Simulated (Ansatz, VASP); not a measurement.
## Two plane-wave programs on SrCr2N2

```
Sr Cr N
1.0
     3.31969    0.00000    0.00000
    -1.65984    2.87494    0.00000
     0.00000    0.00000    6.54628
Sr Cr N
1 2 2
Direct
  0.00000 0.00000 0.50000
  0.33333 0.66667 0.88359
  0.66667 0.33333 0.11641
  0.33333 0.66667 0.19088
  0.66667 0.33333 0.80912
```

Alike in both runs: task single point; functional PBE; k mesh 9 × 9 × 4; occupations gaussian, width 0.02 eV; collinear spin, ferromagnetic start.

|  | VASP | Ansatz |
| --- | --- | --- |
| version | VASP 6.6.1 | Ansatz 0.2.0 |
| potentials or method | VASP PAW PBE potentials, release 54 (Sr_sv, Cr_pv, N) | Ansatz PAW |
| plane-wave cutoff (eV) | 520 | 420 |
| valence electrons in the cell | 44 | 48 |

|  | VASP | Ansatz | Ansatz less VASP |
| --- | --- | --- | --- |
| gap on the k mesh at the Fermi level (eV) | none | none | - |
| pressure (GPa) | -0.3 | -0.7 | -0.35 |
| traceless stress, the component that is largest in VASP (GPa) | -0.19 | -0.36 | -0.177 |
| rms of the force components (eV/Å) | 0.046 | 0.078 | +0.0313 |
| net moment per atom (μB) | 0.12 | 0.14 | +0.026 |
| size of the moment on the site where the two differ most (μB) | 0.32 | 0.33 | +0.007 |

Site moments also hang on the region over which each program counts them. Atom by atom the forces differ by 0.032 eV/Å (rms over components). A gap of «none» marks a metal or a gap that the smearing closes. VASP's potentials hold 44 valence electrons a cell and Ansatz's 48, so a difference there can come from the potentials and not from the codes.
